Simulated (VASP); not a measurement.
# NaF (Fm-3m) in VASP: G0W0 quasiparticle levels with PBE

Aim: the G0W0 quasiparticle levels of NaF with PBE.

Program: VASP 6.6.1. These are calculated values, not measurements. Logs are shortened: lines on timing, memory, paths and dates and some standing lists are left out, and cuts for length are marked.

## 1. The cell of the first run

The structure is cubic, space group Fm-3m (No. 225). Conventional cell: a = 4.594 Å, b = 4.594 Å, c = 4.594 Å, α = 90.00°, β = 90.00°, γ = 90.00°. Within 3.0 Å of Na (site symmetry m-3m) lie 6 F at 2.30 Å. F (site symmetry m-3m) has 6 Na at 2.30 Å within 3.0 Å.

## 2. G0W0 quasiparticle levels, PBE

File POSCAR:

```
NaF
1.0
    0.0000000000      2.2971680762      2.2971680762
    2.2971680762      0.0000000000      2.2971680762
    2.2971680762      2.2971680762      0.0000000000
Na F
1 1
Direct
    0.0000000000      0.0000000000      0.0000000000
    0.5000000000      0.5000000000      0.5000000000
```

File INCAR.step1:

```
SYSTEM = NaF
PREC = Accurate ; ENCUT = 500
EDIFF = 1E-8 ; ISMEAR = 0
SIGMA = 0.01 ; LREAL = .False.
LASPH = .True. ; NELM = 60
ALGO = Normal ; LWAVE = .True.
LCHARG = .False. ; GGA = PE
```

File INCAR.step2:

```
SYSTEM = NaF
PREC = Accurate ; ENCUT = 500
EDIFF = 1E-8 ; ISMEAR = 0
SIGMA = 0.01 ; LREAL = .False.
LASPH = .True. ; NELM = 1
ALGO = Exact ; LWAVE = .True.
LCHARG = .False. ; GGA = PE
NBANDS = 265 ; LOPTICS = .True.
ISTART = 1
```

File INCAR.step3:

```
SYSTEM = NaF
PREC = Accurate ; ENCUT = 500
EDIFF = 1E-8 ; ISMEAR = 0
SIGMA = 0.01 ; LREAL = .False.
LASPH = .True. ; ALGO = EVGW0
LWAVE = .False. ; LCHARG = .False.
GGA = PE ; NELMGW = 1
NBANDS = 265 ; ENCUTGW = 200
NOMEGA = 48 ; PRECFOCK = Fast
ISTART = 1 ; NBANDSGW = 16
```

File KPOINTS:

```
Automatic mesh
0
Gamma
  6 6 6
  0 0 0
```

Potentials or basis: VASP PAW PBE potentials, release 64 (Na_sv_GW, F_GW).

Started as:

```sh
$ cat potpaw_PBE.64/Na_sv_GW/POTCAR potpaw_PBE.64/F_GW/POTCAR > POTCAR
$ cp INCAR.step1 INCAR
$ mpirun -np 1 vasp_std > vasp.out
$ cp INCAR.step2 INCAR
$ mpirun -np 1 vasp_std > vasp.out
$ cp INCAR.step3 INCAR
$ mpirun -np 1 vasp_std > vasp.out
```

OUTCAR:

```text
SYSTEM = NaF
   PREC = Accurate
   ENCUT = 500
   EDIFF = 1E-8
   ISMEAR = 0
   LREAL = .False.
   LASPH = .True.
   GGA = PE
   NELMGW = 1
   ENCUTGW = 200
   PRECFOCK = Fast
   ISTART = 1

 ion  position               nearest neighbor table
   1  0.000  0.000  0.000-   2 2.30   2 2.30   2 2.30   2 2.30   2 2.30   2 2.30
   2  0.500  0.500  0.500-   1 2.30   1 2.30   1 2.30   1 2.30   1 2.30   1 2.30

  LATTYP: Found a face centered cubic cell.
 ALAT       =     4.5943361524

  Lattice vectors:

 A1 = (   0.0000000000,   2.2971680762,   2.2971680762)
 A2 = (   2.2971680762,   0.0000000000,   2.2971680762)
 A3 = (   2.2971680762,   2.2971680762,   0.0000000000)

Analysis of symmetry for initial positions (statically):
=====================================================================
 Subroutine PRICEL returns:
 Original cell was already a primitive cell.

 Routine SETGRP: Setting up the symmetry group for a
 face centered cubic supercell.

 Subroutine GETGRP returns: Found 48 space group operations
 (whereof 48 operations were pure point group operations)
 out of a pool of 48 trial point group operations.

The static configuration has the point symmetry O_h .

Analysis of symmetry for dynamics (positions and initial velocities):
=====================================================================
 Subroutine PRICEL returns:
 Original cell was already a primitive cell.

 Routine SETGRP: Setting up the symmetry group for a
 face centered cubic supercell.

 Subroutine GETGRP returns: Found 48 space group operations
 (whereof 48 operations were pure point group operations)
 out of a pool of 48 trial point group operations.

The dynamic configuration has the point symmetry O_h .

 Subroutine INISYM returns: Found 48 space group operations
 (whereof 48 operations are pure point group operations),
 and found     1 'primitive' translations

----------------------------------------------------------------------------------------

                                     Primitive cell

  volume of cell :      24.2442

[... 46 lines left out ...]
  0.166667  0.000000  0.000000      8.000000
  0.333333  0.000000  0.000000      8.000000
  0.500000  0.000000  0.000000      4.000000
  0.166667  0.166667  0.000000      6.000000
  0.333333  0.166667  0.000000     24.000000
[... 8 lines left out ...]
 -0.333333  0.333333  0.166667     24.000000
 -0.333333  0.500000  0.166667     12.000000
   k-points           NKPTS =     16   k-points in BZ     NKDIM =    216   number of bands    NBANDS=    265
   number of dos      NEDOS =    301   number of ions     NIONS =      2
   total plane-waves  NPLWV =  13824
   dimension x,y,z NGX =    24 NGY =   24 NGZ =   24
   dimension x,y,z NGXF=    48 NGYF=   48 NGZF=   48
   ions per type =               1   1
   NGX,Y,Z   is equivalent  to a cutoff of  12.28, 12.28, 12.28 a.u.
   NGXF,Y,Z  is equivalent  to a cutoff of  24.56, 24.56, 24.56 a.u.
 SYSTEM =  NaF
   PREC   = accura    normal or accurate (medium, high low for compatibility)
   ISTART =      1    job   : 0-new  1-cont  2-samecut
   ICHARG =      0    charge: 1-file 2-atom 10-const
   ISPIN  =      1    spin polarized calculation?
   LNONCOLLINEAR =      F non collinear calculations
   LSORBIT =      F    spin-orbit coupling
   LASPH  =      T    aspherical Exc in radial PAW
   ENCUT  =  500.0 eV  36.75 Ry    6.06 a.u.   5.92  5.92  5.92*2*pi/ulx,y,z
   NELM   =     60;   NELMIN=  2; NELMDL=  0     # of ELM steps
   EDIFF  = 0.1E-07   stopping-criterion for ELM
   LREAL  =      F    real-space projection
   EDIFFG = 0.1E-06   stopping-criterion for IOM
   NSW    =      0    number of steps for IOM
   IBRION =     -1    ionic relax: 0-MD 1-quasi-New 2-CG
   NFREE  =      0    steps in history (QN), initial steepest desc. (CG)
   ISIF   =      0    stress and relaxation
   ISYM   =      3    0-nonsym 1-usesym 2-fastsym
   POTIM  = 0.5000    time-step for ionic-motion
   TEBEG  =    0.0;   TEEND  =   0.0 temperature during run
   PSTRESS=    0.0 pullay stress
   NELECT =      16.0000    total number of electrons
   NUPDOWN=      -1.0000    fix difference up-down
   EMIN   =  10.00;   EMAX   =-10.00  energy-range for DOS
   EFERMI =   0.00;   METHOD = LEGACY
   ISMEAR =     0;   SIGMA  =   0.01  broadening in eV -4-tet -1-fermi 0-gaus
   EFERMI_NEDOS =   21; number of points for ismear=-14 and -15
   IALGO  =     38    algorithm
   IMIX   =      4    mixing-type and parameters
     AMIX     =   0.40;   BMIX     =  1.00
     AMIX_MAG =   1.60;   BMIX_MAG =  1.00
  volume/ion in A,a.u.               =      12.12        81.80
  Fermi-wavevector in a.u.,A,eV,Ry     =   1.425319  2.693462 27.640699  2.031534
  Thomas-Fermi vector in A             =   2.545716
   LORBIT       =      0    0 simple, 1 ext, 2 COOP (PROOUT), +10 PAW based schemes
   GGA     = PE    functional components
   LHFCALC =     T    Hartree Fock is set to
   PRECFOCK=fast      Normal, Fast or Accurate (Low or Medium for compatibility)
   ENCUT4O =  -1.0   cutoff for four orbital integrals eV
   NKREDX  =     1    reduce k-point grid by
   NKREDY  =     1    reduce k-point grid by
   NKREDZ  =     1    reduce k-point grid by
   AEXX    =    1.0000 exact exchange contribution
   HFSCREEN=    0.0000 screening length (either q_TF or 0.3 A-1)
   HFSCREENC=   0.0000 screening length for correlation (either q_TF or 0.3 A-1)
   ENCUTFOCK=  -1.0 apply spherical cutoff to Coloumb kernel
   IVDW    =     0    specifies the selected vdW correction
   LEPSILON=     F    determine dielectric tensor
   LRPA    =     F    only Hartree local field effects (RPA)
   LRPAFORCE           =     F    calculate RPA forces
   ENCUTGW             = 200.0    cutoff for response function in eV
   ENCUTGWSOFT         = 160.0    soft cutoff for Coulomb kernel in GW response function in eV
   ENCUTLF             =  -1.0    cutoff for local field effects
   NELMGW              =     1    number of iterations in solving QP/BSE equation
   NELMHF              =     1    number of iterations in the inner HF iteration
   NKREDLFX            =     1    NKREDLFY  =   1   NKREDLFZ  =   1
 non-spin polarized calculation
 Gauss-broadening in eV      SIGMA  =   0.01
  energy-cutoff  :      500.00
  volume of cell :       24.24
 maximum number of plane-waves:       636
  NGX = 14; NGY = 14; NGZ = 14
   NGX = 11   NGY = 11   NGZ = 11
 maximum number of plane-waves:       169

 QP shifts <psi_nk| G(iteration)W_0 |psi_nk>: iteration 1
 for sc-GW calculations column KS-energies equals QP-energies in previous step
 and V_xc(KS)=  KS-energies - (<T + V_ion + V_H > + <T+V_H+V_ion>^1  + <V_x>^1)

 k-point   1 :       0.0000    0.0000    0.0000
  band No.  KS-energies  QP-energies   sigma(KS)   V_xc(KS)     V^pw_x(r,r')   Z            occupation Imag(sigma)

      1     -48.6913     -58.0056     -40.7747     -29.2468     -49.1133       0.8080       2.0000       0.4812
      2     -20.9053     -25.3705     -28.5544     -22.6983     -36.8145       0.7625       2.0000       1.1340
      3     -20.5757     -26.9167     -35.8909     -28.3998     -41.4656       0.8465       2.0000       0.1985
      4     -20.5757     -26.9167     -35.8909     -28.3998     -41.4656       0.8465       2.0000       0.1985
      5     -20.5757     -26.9167     -35.8909     -28.3998     -41.4656       0.8465       2.0000       0.1985
      6      -1.7068      -4.5493     -25.9304     -22.3728     -30.2118       0.7990       2.0000       0.2258
[... 295 lines left out ...]
      2     -21.0506     -26.3618     -31.8541     -25.1914     -38.8327       0.7972       2.0000       0.6876
      3     -20.7052     -26.9954     -35.5808     -28.0856     -41.1249       0.8392       2.0000       0.2108
      4     -20.6574     -26.9553     -35.7002     -28.2069     -41.2563       0.8405       2.0000       0.2059
      5     -20.2020     -25.4996     -32.9071     -26.2629     -39.7633       0.7973       2.0000       0.6081
      6      -2.8188      -5.9097     -24.1395     -20.2635     -28.2743       0.7974       2.0000       0.2435
[... 8 lines left out ...]
     15      24.7511      26.6055      -6.1407      -8.2337      -2.4211       0.8860       0.0000      -0.4294
     16      27.0743      29.6301      -7.7343     -10.6235      -3.8690       0.8846       0.0000      -0.3661
```

It took 27 min on 1 thread of Intel Xeon 8259CL, shared host; peak memory 0.97 GiB.

What came out:

```
Quasiparticle gap                                   : 10.81 eV
Least direct quasiparticle gap                      : 10.81 eV
Band gap of the starting levels on the mesh         : 6.47 eV
Least direct gap of the starting levels on the mesh : 6.47 eV
```

Caveat: the k points lie up to 0.39 Å⁻¹ apart; bands, screening cutoff and mesh are small and nothing is extrapolated, so the quasiparticle values aren't converged.
